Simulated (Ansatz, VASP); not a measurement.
**MgO in VASP and in Ansatz**

Contents of POSCAR:

```
MgO
1.0
    2.5883923063      0.0000000000      0.0000000000
    0.0000000000      2.5883923063      0.0000000000
    0.0000000000      0.0000000000      2.5883923063
Mg O
1 1
Direct
    0.0000000000      0.0000000000      0.0000000000
    0.5000000000      0.5000000000      0.5000000000
```

INCAR.step1

```
SYSTEM = MgO
  PREC = Accurate
  ENCUT = 660
  ISMEAR = 0
  SIGMA = 0.05
  LREAL = .FALSE.
  LASPH = .TRUE.
  NELM = 120
  NBANDS = 15
  GGA = PE
  ALGO = Normal
  EDIFF = 1E-5
  LWAVE = .TRUE.
  LCHARG = .FALSE.
  GGA_COMPAT = .FALSE.
```

INCAR.step2

```
SYSTEM = MgO
  PREC = Accurate
  ENCUT = 660
  EDIFF = 1E-6
  ISMEAR = 0
  SIGMA = 0.05
  LREAL = .FALSE.
  LASPH = .TRUE.
  NELM = 120
  ALGO = Normal
  ISIF = 2
  LWAVE = .FALSE.
  LCHARG = .FALSE.
  METAGGA = R2SCAN
  LMIXTAU = .TRUE.
  NBANDS = 15
  ISTART = 1
  GGA_COMPAT = .FALSE.
```

File KPOINTS:

```
Automatic mesh
0
G
  10 10 10
  0 0 0
```

Input for Ansatz:

```yaml
crystal:
  lattice:
    - [2.5883923063, 0.0, 0.0]
    - [0.0, 2.5883923063, 0.0]
    - [0.0, 0.0, 2.5883923063]
  atoms:
    - { symbol: Mg, position: [0.0, 0.0, 0.0] }
    - { symbol: O, position: [0.5, 0.5, 0.5] }
basis:
  ecutwfc: 500
  ecutrho_ratio: 4
kpoints:
  mp_grid: { grid: [10, 10, 10] }
hamiltonian:
  xc: r2scan
scf:
  occupations: { method: gaussian, width: 0.05 }
output:
  forces: true
  stress: true
  eigenvalues: true
```

Alike in both runs: task single point; functional r2SCAN; k mesh 10 × 10 × 10; occupations gaussian, width 0.05 eV; no spin polarisation.

|  | VASP | Ansatz |
| --- | --- | --- |
| version | VASP 6.6.1 | Ansatz 0.2.0 |
| potentials or method | VASP PAW PBE potentials, release 64 (Mg_sv, O), cutoff 660 eV | scalar-relativistic, plane waves, PAW |
| valence electrons in the cell | 16 | 16 |

```csv
,VASP,Ansatz,Ansatz less VASP
gap on the k mesh at the Fermi level (eV),3.93,3.90,-0.037
least direct gap on the mesh (eV),5.03,5.00,-0.038
pressure (GPa),6.7,6.9,+0.19
```

VASP's potentials were made for PBE, not for r2SCAN.
